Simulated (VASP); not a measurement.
# Te2Mo in VASP: further runs, part 2 of 2

VASP 6.6.1.

**3. Single point, r2SCAN**

File POSCAR:

```
Te2Mo
1.0
    3.5602328140      0.0000000000      0.0000000000
   -1.7801164070      3.0832520603      0.0000000000
    0.0000000000      0.0000000000     17.5240578200
Te Mo
2 1
Direct
    0.3425054750      0.6850109501      0.8950447971
    0.3425054750      0.6850109501      0.0993338971
    0.0000000000      0.0000000000      0.0000000000
```

File INCAR.step1:

```
SYSTEM = Te2Mo
ALGO = Normal ; EDIFF = 1E-4
ENCUT = 520 ; GGA = PE
ISMEAR = 0 ; LASPH = .TRUE.
LCHARG = .FALSE. ; LREAL = .FALSE.
LWAVE = .TRUE. ; NBANDS = 20
NELM = 100 ; PREC = Accurate
SIGMA = 0.05
```

File INCAR.step2:

```
SYSTEM = Te2Mo
ALGO = Normal ; EDIFF = 1E-6
ENCUT = 520 ; ISIF = 2
ISMEAR = 0 ; ISTART = 1
LASPH = .TRUE. ; LCHARG = .FALSE.
LMIXTAU = .TRUE. ; LREAL = .FALSE.
LWAVE = .FALSE. ; METAGGA = R2SCAN
NBANDS = 20 ; NELM = 100
PREC = Accurate ; SIGMA = 0.05
```

File KPOINTS:

```
k-points
0
G
  12 12 2
  0 0 0
```

Potentials or basis: VASP PAW PBE potentials, release 64 (Te, Mo_sv).

Command:

```bash
$ cat potpaw_PBE.64/Te/POTCAR potpaw_PBE.64/Mo_sv/POTCAR > POTCAR
$ cp INCAR.step1 INCAR
$ mpirun -np 1 vasp_std > vasp.out
$ cp INCAR.step2 INCAR
$ mpirun -np 1 vasp_std > vasp.out
```

OUTCAR:

```text
SYSTEM = Te2Mo
   EDIFF = 1E-6
   ENCUT = 520
   ISIF = 2
   ISMEAR = 0
   ISTART = 1
   LASPH = .TRUE.
   LREAL = .FALSE.
   METAGGA = R2SCAN
   NELM = 100
   PREC = Accurate

 ion  position               nearest neighbor table
   1  0.343  0.685  0.895-   3 2.74   3 2.74   3 2.80   2 3.58
   2  0.343  0.685  0.099-   3 2.67   3 2.67   3 2.74   1 3.58
   3  0.000  0.000  0.000-   2 2.67   2 2.67   2 2.74   1 2.74   1 2.74   1 2.80

  LATTYP: Found a hexagonal cell.
 ALAT       =     3.5602328140
 C/A-ratio  =     4.9221662558

  Lattice vectors:

 A1 = (   3.5602328140,   0.0000000000,   0.0000000000)
 A2 = (  -1.7801164070,   3.0832520603,   0.0000000000)
 A3 = (   0.0000000000,   0.0000000000,  17.5240578200)

Analysis of symmetry for initial positions (statically):
=====================================================================
 Subroutine PRICEL returns:
 Original cell was already a primitive cell.

 Routine SETGRP: Setting up the symmetry group for a
 hexagonal supercell.

 Subroutine GETGRP returns: Found  2 space group operations
 (whereof  2 operations were pure point group operations)
 out of a pool of 24 trial point group operations.

The static configuration has the point symmetry C_1h.

Analysis of symmetry for dynamics (positions and initial velocities):
=====================================================================
 Subroutine PRICEL returns:
 Original cell was already a primitive cell.

 Routine SETGRP: Setting up the symmetry group for a
 hexagonal supercell.

 Subroutine GETGRP returns: Found  2 space group operations
 (whereof  2 operations were pure point group operations)
 out of a pool of 24 trial point group operations.

The dynamic configuration has the point symmetry C_1h.

 Subroutine INISYM returns: Found  2 space group operations
 (whereof  2 operations are pure point group operations),
[... 107 lines left out ...]
   TEBEG  =    0.0;   TEEND  =   0.0 temperature during run
   PSTRESS=    0.0 pullay stress
   NELECT =      26.0000    total number of electrons
   NUPDOWN=      -1.0000    fix difference up-down
   EMIN   =  10.00;   EMAX   =-10.00  energy-range for DOS
   EFERMI =   0.00;   METHOD = LEGACY
   ISMEAR =     0;   SIGMA  =   0.05  broadening in eV -4-tet -1-fermi 0-gaus
   EFERMI_NEDOS =   21; number of points for ismear=-14 and -15
   IALGO  =     38    algorithm
   IMIX   =      4    mixing-type and parameters
     AMIX     =   0.40;   BMIX     =  1.00
     AMIX_MAG =   1.60;   BMIX_MAG =  1.00
  volume/ion in A,a.u.               =      64.12       432.71
  Fermi-wavevector in a.u.,A,eV,Ry     =   0.840153  1.587660  9.603777  0.705858
  Thomas-Fermi vector in A             =   1.954489
   LORBIT       =      0    0 simple, 1 ext, 2 COOP (PROOUT), +10 PAW based schemes
   METAGGA = R2SCAN    functional components
   LHFCALC =     F    Hartree Fock is set to
   AEXX    =    0.0000 exact exchange contribution
   IVDW    =     0    specifies the selected vdW correction
   LEPSILON=     F    determine dielectric tensor
   LRPA    =     F    only Hartree local field effects (RPA)
 non-spin polarized calculation
 Gauss-broadening in eV      SIGMA  =   0.05
  energy-cutoff  :      520.00
  volume of cell :      192.36
 maximum number of plane-waves:      5262
   NGX = 13   NGY = 13   NGZ = 65

 number of electron      26.0000000 magnetization

 Free energy of the ion-electron system (eV)
  ---------------------------------------------------
  ext. energy  EPLUGINS =         0.00000000
  ---------------------------------------------------
  free energy    TOTEN  =       -77.72163190 eV

  energy without entropy =      -77.72163190  energy(sigma->0) =      -77.72163190

 E-fermi :   0.3278     XC(G=0):  -4.7705

 val. band max:       -0.0235158901   @ k =   0.3333   0.3333   0.5000
 cond. band min:       1.1042256890   @ k =   0.3333   0.3333   0.0000
 fundamental gap:      1.1277415791
 Fermi energy:         0.3278170335

 k-point     1 :       0.0000    0.0000    0.0000
  band No.  band energies     occupation
      1     -62.6519      2.00000
      2     -36.0745      2.00000
      3     -35.9909      2.00000
      4     -35.9756      2.00000
      5     -13.1246      2.00000
      6     -12.0651      2.00000
[... 541 lines left out ...]
     19       6.7540      0.00000
     20       6.9316      0.00000

 [... further k-points ...]
[... 5 lines left out ...]
  --------------------------------------------------------------------------------------
  -------------------------------------------------------------------------------------
  Total        0.5171800     -0.2265241      0.2206832      0.0000000     -0.1031979      0.0000000
  in kB        4.3075489     -1.8867001      1.8380519      0.0000000     -0.8595267      0.0000000
  external PRESSURE =       1.4196336 kB  Pullay stress =       0.0000000 kB

 VOLUME and BASIS-vectors are now :
 -----------------------------------------------------------------------------
  energy-cutoff  :      520.00
  volume of cell :      192.36
      direct lattice vectors                 reciprocal lattice vectors
     3.560232814  0.000000000  0.000000000     0.280880508  0.162166437  0.000000000
    -1.780116407  3.083252060  0.000000000     0.000000000  0.324332873  0.000000000
     0.000000000  0.000000000 17.524057820     0.000000000  0.000000000  0.057064409

 POSITION                                       TOTAL-FORCE (eV/Angst)
 -----------------------------------------------------------------------------------
     -0.00000      2.11206     15.68482         0.000000     -0.360087      0.462997
     -0.00000      2.11206      1.74073        -0.000000     -0.439774      0.624581
      0.00000      0.00000      0.00000         0.000000      0.799861     -1.087578
 -----------------------------------------------------------------------------------
    total drift:                               -0.000001     -0.000030      0.000299

  FREE ENERGIE OF THE ION-ELECTRON SYSTEM (eV)
  ---------------------------------------------------
  free  energy   TOTEN  =       -77.7216319046 eV

  energy  without entropy=      -77.7216319046  energy(sigma->0) =      -77.72163190
```

OSZICAR.step1:

```text
N       E                     dE             d eps       ncg     rms          rms(c)
DAV:   1     0.129870226213E+03    0.12987E+03   -0.11499E+04  4640   0.104E+03
DAV:   2    -0.994230703066E+01   -0.13981E+03   -0.13593E+03  4632   0.222E+02
DAV:   3    -0.184502471803E+02   -0.85079E+01   -0.84192E+01  4596   0.445E+01
DAV:   4    -0.186362645392E+02   -0.18602E+00   -0.18588E+00  4828   0.679E+00
DAV:   5    -0.186383576745E+02   -0.20931E-02   -0.20930E-02  4732   0.774E-01    0.148E+01
DAV:   6    -0.182642945318E+02    0.37406E+00   -0.47717E+00  3632   0.119E+01    0.623E+00
DAV:   7    -0.182248045037E+02    0.39490E-01   -0.46476E+00  3792   0.998E+00    0.455E+00
DAV:   8    -0.179756475429E+02    0.24916E+00   -0.11717E+00  3896   0.543E+00    0.130E+00
DAV:   9    -0.179766058274E+02   -0.95828E-03   -0.85828E-02  4348   0.155E+00    0.714E-01
DAV:  10    -0.179726175992E+02    0.39882E-02   -0.21493E-02  3996   0.845E-01    0.168E-01
DAV:  11    -0.179723527940E+02    0.26481E-03   -0.76216E-04  4380   0.165E-01    0.712E-02
DAV:  12    -0.179723171937E+02    0.35600E-04   -0.86522E-05  2588   0.482E-02
   1 F= -.17972317E+02 E0= -.17972317E+02  d E =-.476837E-25
```

It took 31 min on 1 thread of Oxide Virtual Turin-like, shared host; peak memory 0.55 GiB.

Results:

| Property | Result |
| --- | --- |
| Free energy | -77.7216 eV |
| Largest force | 1.350 eV/Å |
| Band gap on the k mesh | 1.13 eV, direct |

Forces on the atoms (eV/Å):
```
Te   0.000 -0.360  0.463
Te   0.000 -0.440  0.625
Mo   0.000  0.800 -1.088
```

Caveat: the cell differs from its parent crystal (all Te atoms moved -0.075 Å, as atom 1 towards its neighbour atom 3 (Mo) at 2.726 Å); the PAW data sets were made with another functional, which shifts forces and pressure a little; spin-orbit coupling is left out, which moves the levels of the heavy elements.
